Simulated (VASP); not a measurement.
# MgB2 (P6/mmm) in VASP: a series of runs

MgB2 is run at these levels: PBEsol; tasks: single point.

Program: VASP 6.6.1. These are calculated values, not measurements. Logs are shortened: lines on timing, memory, paths and dates and some standing lists are left out, and cuts for length are marked.

## 1. The cell of the first run

The structure is hexagonal, space group P6/mmm (No. 191). The conventional cell has a = 2.817 Å, b = 2.817 Å, c = 3.504 Å, α = 90.00°, β = 90.00°, γ = 120.00°. Mg (site symmetry 6/mmm) has 12 B at 2.39 Å and 6 Mg at 2.82 Å within 3.2 Å. B (site symmetry -6m2) has 3 B at 1.63 Å within 2.2 Å.

## 2. Single point, PBEsol (strain -0.080 along x and y, +0.000 along z)

Contents of INCAR:

```
ALGO = Normal
EDIFF = 1E-6
ENCUT = 520
GGA = PS
ISIF = 2
ISMEAR = 0
LASPH = True
LCHARG = True
LELF = True
LREAL = False
LVHAR = True
LWAVE = False
NBANDS = 11
NELM = 80
PREC = Accurate
SIGMA = 0.15
```

Contents of KPOINTS:

```
k-points
0
Gamma
  18 18 14
```

Contents of POSCAR:

```
MgB2
1.0
    2.8167556995      0.0000000000      0.0000000000
   -1.4083778498      2.4393819920      0.0000000000
    0.0000000000      0.0000000000      3.5044564168
Mg B
1 2
Direct
    0.0000000000      0.0000000000      0.0000000000
    0.3333333333      0.6666666667      0.5000000000
    0.6666666667      0.3333333333      0.5000000000
```

Potentials or basis: VASP PAW PBE potentials, release 64 (Mg, B).

Command:

```console
$ cat potpaw_PBE.64/Mg/POTCAR potpaw_PBE.64/B/POTCAR > POTCAR
$ mpirun -np 1 vasp_std > vasp.out
```

OUTCAR:

```text
EDIFF = 1E-6
   ENCUT = 520
   GGA = PS
   ISIF = 2
   ISMEAR = 0
   LASPH = True
   LREAL = False
   NELM = 80
   PREC = Accurate

 ion  position               nearest neighbor table
   1  0.000  0.000  0.000-   2 2.39   3 2.39   2 2.39   3 2.39   3 2.39   3 2.39   2 2.39   2 2.39
                             3 2.39   3 2.39   2 2.39   2 2.39
   2  0.333  0.667  0.500-   3 1.63   3 1.63   3 1.63   1 2.39   1 2.39   1 2.39   1 2.39   1 2.39
                             1 2.39
   3  0.667  0.333  0.500-   2 1.63   2 1.63   2 1.63   1 2.39   1 2.39   1 2.39   1 2.39   1 2.39
                             1 2.39

  LATTYP: Found a hexagonal cell.
 ALAT       =     2.8167556995
 C/A-ratio  =     1.2441463835

  Lattice vectors:

 A1 = (   2.8167556995,   0.0000000000,   0.0000000000)
 A2 = (  -1.4083778498,   2.4393819920,   0.0000000000)
 A3 = (   0.0000000000,   0.0000000000,   3.5044564168)

Analysis of symmetry for initial positions (statically):
=====================================================================
 Subroutine PRICEL returns:
 Original cell was already a primitive cell.

 Routine SETGRP: Setting up the symmetry group for a
 hexagonal supercell.

 Subroutine GETGRP returns: Found 24 space group operations
 (whereof 24 operations were pure point group operations)
 out of a pool of 24 trial point group operations.

The static configuration has the point symmetry D_6h.

Analysis of symmetry for dynamics (positions and initial velocities):
=====================================================================
 Subroutine PRICEL returns:
 Original cell was already a primitive cell.

 Routine SETGRP: Setting up the symmetry group for a
 hexagonal supercell.

 Subroutine GETGRP returns: Found 24 space group operations
 (whereof 24 operations were pure point group operations)
 out of a pool of 24 trial point group operations.

The dynamic configuration has the point symmetry D_6h.

 Subroutine INISYM returns: Found 24 space group operations
 (whereof 24 operations are pure point group operations),
 and found     1 'primitive' translations

----------------------------------------------------------------------------------------

                                     Primitive cell

  volume of cell :      24.0796

  direct lattice vectors                    reciprocal lattice vectors
     2.816755699  0.000000000  0.000000000     0.355018364  0.204969948  0.000000000
    -1.408377850  2.439381992  0.000000000     0.000000000  0.409939896  0.000000000
     0.000000000  0.000000000  3.504456417     0.000000000  0.000000000  0.285350959

  length of vectors
     2.816755699  2.816755700  3.504456417     0.409939896  0.409939896  0.285350959

  position of ions in fractional coordinates (direct lattice)
     0.000000000  0.000000000  0.000000000
     0.333333333  0.666666667  0.500000000
     0.666666667  0.333333333  0.500000000

  ion indices of the primitive-cell ions
   primitive index   ion index
                 1           1
                 2           2
                 3           3

----------------------------------------------------------------------------------------

 KPOINTS: k-points

Automatic generation of k-mesh.
 Grid dimensions read from file:
 generate k-points for:   18   18   14

 Generating k-lattice:

  Cartesian coordinates                     Fractional coordinates (reciprocal lattice)
     0.019723242  0.011387219  0.000000000     0.055555556  0.000000000  0.000000000
     0.000000000  0.022774439  0.000000000     0.000000000  0.055555556  0.000000000
     0.000000000  0.000000000  0.020382211     0.000000000  0.000000000  0.071428571

  Length of vectors
     0.022774439  0.022774439  0.020382211

  Shift w.r.t. Gamma in fractional coordinates (k-lattice)
     0.000000000  0.000000000  0.000000000

 Subroutine IBZKPT returns following result:
 ===========================================

 Found    296 irreducible k-points:

 Following reciprocal coordinates:
            Coordinates               Weight
  0.000000  0.000000  0.000000      1.000000
  0.055556  0.000000  0.000000      6.000000
  0.111111  0.000000  0.000000      6.000000
  0.166667 -0.000000  0.000000      6.000000
  0.222222  0.000000  0.000000      6.000000
  0.277778  0.000000  0.000000      6.000000
[... 16 lines left out ...]
  0.333333  0.111111  0.000000     12.000000
  0.388889  0.111111  0.000000     12.000000
 [... further k-points ...]
   k-points           NKPTS =    296   k-points in BZ     NKDIM =    296   number of bands    NBANDS=     11
   number of dos      NEDOS =    301   number of ions     NIONS =      3
   total plane-waves  NPLWV =  16128
   dimension x,y,z NGX =    24 NGY =   24 NGZ =   28
   dimension x,y,z NGXF=    48 NGYF=   48 NGZF=   56
   ions per type =               1   2
   NGX,Y,Z   is equivalent  to a cutoff of  14.16, 14.16, 13.28 a.u.
   NGXF,Y,Z  is equivalent  to a cutoff of  28.33, 28.33, 26.57 a.u.
 SYSTEM =  unknown system
   PREC   = accura    normal or accurate (medium, high low for compatibility)
   ISTART =      0    job   : 0-new  1-cont  2-samecut
   ICHARG =      2    charge: 1-file 2-atom 10-const
   ISPIN  =      1    spin polarized calculation?
   LNONCOLLINEAR =      F non collinear calculations
   LSORBIT =      F    spin-orbit coupling
   LASPH  =      T    aspherical Exc in radial PAW
   ENCUT  =  520.0 eV  38.22 Ry    6.18 a.u.   5.24  5.24  6.52*2*pi/ulx,y,z
   NELM   =     80;   NELMIN=  2; NELMDL= -5     # of ELM steps
   EDIFF  = 0.1E-05   stopping-criterion for ELM
   LREAL  =      F    real-space projection
   EDIFFG = 0.1E-04   stopping-criterion for IOM
   NSW    =      0    number of steps for IOM
   IBRION =     -1    ionic relax: 0-MD 1-quasi-New 2-CG
   NFREE  =      0    steps in history (QN), initial steepest desc. (CG)
   ISIF   =      2    stress and relaxation
   ISYM   =      2    0-nonsym 1-usesym 2-fastsym
   POTIM  = 0.5000    time-step for ionic-motion
   TEBEG  =    0.0;   TEEND  =   0.0 temperature during run
   PSTRESS=    0.0 pullay stress
   NELECT =       8.0000    total number of electrons
   NUPDOWN=      -1.0000    fix difference up-down
   EMIN   =  10.00;   EMAX   =-10.00  energy-range for DOS
   EFERMI =   0.00;   METHOD = LEGACY
   ISMEAR =     0;   SIGMA  =   0.15  broadening in eV -4-tet -1-fermi 0-gaus
   EFERMI_NEDOS =   21; number of points for ismear=-14 and -15
   IALGO  =     38    algorithm
   IMIX   =      4    mixing-type and parameters
     AMIX     =   0.40;   BMIX     =  1.00
     AMIX_MAG =   1.60;   BMIX_MAG =  1.00
  volume/ion in A,a.u.               =       8.03        54.17
  Fermi-wavevector in a.u.,A,eV,Ry     =   1.133848  2.142663 17.491812  1.285612
  Thomas-Fermi vector in A             =   2.270552
   LORBIT       =      0    0 simple, 1 ext, 2 COOP (PROOUT), +10 PAW based schemes
   GGA     = PS    functional components
   LHFCALC =     F    Hartree Fock is set to
   AEXX    =    0.0000 exact exchange contribution
   IVDW    =     0    specifies the selected vdW correction
   LEPSILON=     F    determine dielectric tensor
   LRPA    =     F    only Hartree local field effects (RPA)
 non-spin polarized calculation
 Gauss-broadening in eV      SIGMA  =   0.15
  energy-cutoff  :      520.00
  volume of cell :       24.08
 maximum number of plane-waves:       663
 NGX is ok and might be reduce to    24
   NGX = 11   NGY = 11   NGZ = 13

 number of electron       8.0000000 magnetization

 Free energy of the ion-electron system (eV)
  ---------------------------------------------------
  ext. energy  EPLUGINS =         0.00000000
  ---------------------------------------------------
  free energy    TOTEN  =       -15.52197510 eV

  energy without entropy =      -15.51549470  energy(sigma->0) =      -15.51873490

 E-fermi :   6.7701     XC(G=0): -11.7252

 val. band max:        6.7478926840   @ k =   0.1667  -0.0000   0.3571
 cond. band min:       6.7717527269   @ k =   0.1111   0.0000   0.2857
 fundamental gap:      0.0238600429
 Fermi energy:         6.7701078026

 k-point     1 :       0.0000    0.0000    0.0000
  band No.  band energies     occupation
      1      -6.9800      2.00000
      2       2.3492      2.00000
      3       7.2808      0.00000
      4       7.6748      0.00000
      5       7.6748      0.00000
      6      14.7722      0.00000
      7      14.7722      0.00000
      8      18.4099      0.00000
      9      18.9944      0.00000
     10      22.5641      0.00000
     11      24.2440      0.00000

 k-point     2 :       0.0556    0.0000    0.0000
  band No.  band energies     occupation
      1      -6.9170      2.00000
      2       2.4126      2.00000
      3       7.2943      0.00000
      4       7.4110      0.00000
      5       7.5094      0.00000
      6      14.7799      0.00000
      7      15.0720      0.00000
      8      18.3746      0.00000
      9      18.6986      0.00000
     10      22.8620      0.00000
     11      24.1538      0.00000

 k-point     3 :       0.1111    0.0000    0.0000
  band No.  band energies     occupation
      1      -6.7283      2.00000
      2       2.6022      2.00000
      3       6.5207      1.98131
      4       7.0880      0.00272
      5       7.5416      0.00000
      6      14.7245      0.00000
      7      15.8949      0.00000
      8      17.8737      0.00000
      9      18.2634      0.00000
     10      23.6776      0.00000
     11      23.9212      0.00000
[... 267 lines left out ...]
 k-point    23 :       0.3333    0.1111    0.0000
  band No.  band energies     occupation
      1      -3.7856      2.00000
      2       0.3689      2.00000
      3       3.8193      2.00000
      4       5.4464      2.00000
      5      10.4018      0.00000
      6      11.0076      0.00000
      7      13.4061      0.00000
      8      16.0570      0.00000
      9      18.7664      0.00000
     10      21.4454      0.00000
     11      22.9292      0.00000

 k-point    24 :       0.3889    0.1111    0.0000
  band No.  band energies     occupation
      1      -2.8983      2.00000
      2      -0.7954      2.00000
      3       3.6366      2.00000
      4       6.1144      2.00000
      5      10.0164      0.00000
      6      11.1467      0.00000
      7      12.6856      0.00000
      8      15.8404      0.00000
      9      18.4974      0.00000
     10      21.3657      0.00000
     11      24.3916      0.00000

 [... further k-points ...]
[... 5 lines left out ...]
  --------------------------------------------------------------------------------------
  -------------------------------------------------------------------------------------
  Total        8.8496932      8.8496932      0.8104208     -0.0000000     -0.0000000     -0.0000000
  in kB      588.8289291    588.8289290     53.9226811     -0.0000000     -0.0000000     -0.0000000
  external PRESSURE =     410.5268464 kB  Pullay stress =       0.0000000 kB

 VOLUME and BASIS-vectors are now :
 -----------------------------------------------------------------------------
  energy-cutoff  :      520.00
  volume of cell :       24.08
      direct lattice vectors                 reciprocal lattice vectors
     2.816755699  0.000000000  0.000000000     0.355018364  0.204969948  0.000000000
    -1.408377850  2.439381992  0.000000000     0.000000000  0.409939896  0.000000000
     0.000000000  0.000000000  3.504456417     0.000000000  0.000000000  0.285350959

 POSITION                                       TOTAL-FORCE (eV/Angst)
 -----------------------------------------------------------------------------------
      0.00000      0.00000      0.00000        -0.000000      0.000000      0.000000
     -0.00000      1.62625      1.75223        -0.000000      0.000000      0.000000
      1.40838      0.81313      1.75223         0.000000     -0.000000      0.000000
 -----------------------------------------------------------------------------------
    total drift:                                0.000000     -0.000000      0.000000

  FREE ENERGIE OF THE ION-ELECTRON SYSTEM (eV)
  ---------------------------------------------------
  free  energy   TOTEN  =       -15.5219751019 eV

  energy  without entropy=      -15.5154946970  energy(sigma->0) =      -15.51873490
```

Run time: 2.3 min. Hardware: 1 thread of AMD EPYC 7R43 (Zen 3), shared host; peak memory 0.17 GiB.

Results:

```
Free energy            : -15.5220 eV
Pressure               : 41.1 GPa
Band gap on the k mesh : zero (band 4 reaches 8.18 eV, above the bottom of band 5 at 4.48 eV)
```

Stress tensor (GPa, compression positive):
```
58.88  0.00  0.00
 0.00 58.88  0.00
 0.00  0.00  5.39
```

Caveat: the cell differs from its parent crystal (strain -0.080 along x and y, +0.000 along z); the PAW data sets were made with another functional, which shifts forces and pressure a little.

## 3. Single point, PBEsol (strain -0.040 along x and y, -0.080 along z)

Contents of INCAR:

```
PREC = Accurate
ENCUT = 520
EDIFF = 1E-6
ISMEAR = 0
SIGMA = 0.15
LREAL = F
LASPH = T
NELM = 80
ALGO = Normal
ISIF = 2
LWAVE = F
LCHARG = F
GGA = PS
NBANDS = 11
```

Contents of KPOINTS:

```
regular mesh
0
Gamma
  18 18 14
```

Contents of POSCAR:

```
MgB2
1.0
    2.9392233386      0.0000000000      0.0000000000
   -1.4696116693      2.5454420786      0.0000000000
    0.0000000000      0.0000000000      3.2240999035
Mg B
1 2
Direct
    0.0000000000      0.0000000000      0.0000000000
    0.3333333333      0.6666666667      0.5000000000
    0.6666666667      0.3333333333      0.5000000000
```

Potentials or basis: VASP PAW PBE potentials, release 64 (Mg, B).

Command:

```console
$ cat potpaw_PBE.64/Mg/POTCAR potpaw_PBE.64/B/POTCAR > POTCAR
$ mpirun -np 1 vasp_std > vasp.out
```

Run time: 74 s. Hardware: 1 thread of AMD EPYC 7R43 (Zen 3), shared host; peak memory 0.17 GiB.

It converged, with:

| Property | Result |
| --- | --- |
| Free energy | -15.8368 eV |
| Pressure | 32.7 GPa |
| Band gap on the k mesh | zero (band 4 reaches 8.80 eV, above the bottom of band 5 at 4.14 eV) |

Stress tensor (GPa, compression positive):
```
32.42  0.00  0.00
 0.00 32.42  0.00
 0.00  0.00 33.21
```

Levels at points of the mesh, in eV from the Fermi level:
```tsv
k point	band 1	band 2	band 3	band 4	band 5	band 6	band 7	band 8
(0.00, 0.00, 0.00)	-13.52	-2.81	0.29	0.29	2.75	6.70	6.70	9.48
(0.50, 0.00, 0.00)	-9.17	-8.68	-2.54	0.47	3.83	3.98	6.84	9.38
(0.00, 0.00, 0.50)	-11.79	-8.25	0.86	0.86	6.98	6.98	8.60	12.34
(0.50, 0.00, 0.50)	-7.84	-7.49	-4.10	-2.18	-1.50	6.72	9.88	10.33
```

Caveat: the cell differs from its parent crystal (strain -0.040 along x and y, -0.080 along z); the PAW data sets were made with another functional, which shifts forces and pressure a little.

## 4. Single point, PBEsol (strain -0.080 along x and y, +0.040 along z)

Contents of INCAR:

```
SYSTEM = MgB2
  PREC = Accurate
  ENCUT = 520
  EDIFF = 1E-7
  ISMEAR = 0
  SIGMA = 0.15
  LREAL = .False.
  LASPH = .True.
  NELM = 80
  ALGO = Normal
  ISIF = 2
  LWAVE = .False.
  LCHARG = .True.
  GGA = PS
  LELF = .True.
  LVHAR = .True.
  NBANDS = 11
```

Contents of KPOINTS:

```
regular mesh
0
Gamma
  18 18 14
  0 0 0
```

Contents of POSCAR:

```
MgB2
1.0
    2.8167556995      0.0000000000      0.0000000000
   -1.4083778498      2.4393819920      0.0000000000
    0.0000000000      0.0000000000      3.6446346735
Mg B
1 2
Direct
    0.0000000000      0.0000000000      0.0000000000
    0.3333333333      0.6666666667      0.5000000000
    0.6666666667      0.3333333333      0.5000000000
```

Command:

```console
$ cat potpaw_PBE.64/Mg/POTCAR potpaw_PBE.64/B/POTCAR > POTCAR
$ mpirun -np 1 vasp_std > vasp.out
```

Wall time 90 s (1 thread of AMD EPYC 7R43 (Zen 3), shared host); peak memory 0.17 GiB.

The run converged. Its results:

| Quantity | Value |
| --- | --- |
| Free energy | -15.5059 eV |
| Pressure | 33.8 GPa |
| Band gap on the k mesh | zero (band 4 reaches 7.80 eV, above the bottom of band 5 at 4.35 eV) |

Stress tensor (GPa, compression positive):
```
55.62  0.00  0.00
 0.00 55.62  0.00
 0.00  0.00 -9.87
```

Levels at points of the mesh, in eV from the Fermi level:
```csv
k point,band 1,band 2,band 3,band 4,band 5,band 6,band 7,band 8,band 9
"(0.00, 0.00, 0.00)",-13.63,-4.79,-0.31,0.98,0.98,8.15,8.15,11.78,12.09
"(0.50, 0.00, 0.00)",-8.85,-8.57,-2.12,-0.80,2.52,4.14,4.37,7.87,13.50
"(0.00, 0.00, 0.50)",-12.51,-8.80,1.22,1.22,7.36,8.23,8.23,10.32,12.89
"(0.50, 0.00, 0.50)",-8.05,-7.88,-4.08,-1.99,-1.49,7.63,10.53,10.54,11.43
```

Caveat: the cell differs from its parent crystal (strain -0.080 along x and y, +0.040 along z); the PAW data sets were made with another functional, which shifts forces and pressure a little.

(Continued in part 2 of 3.)
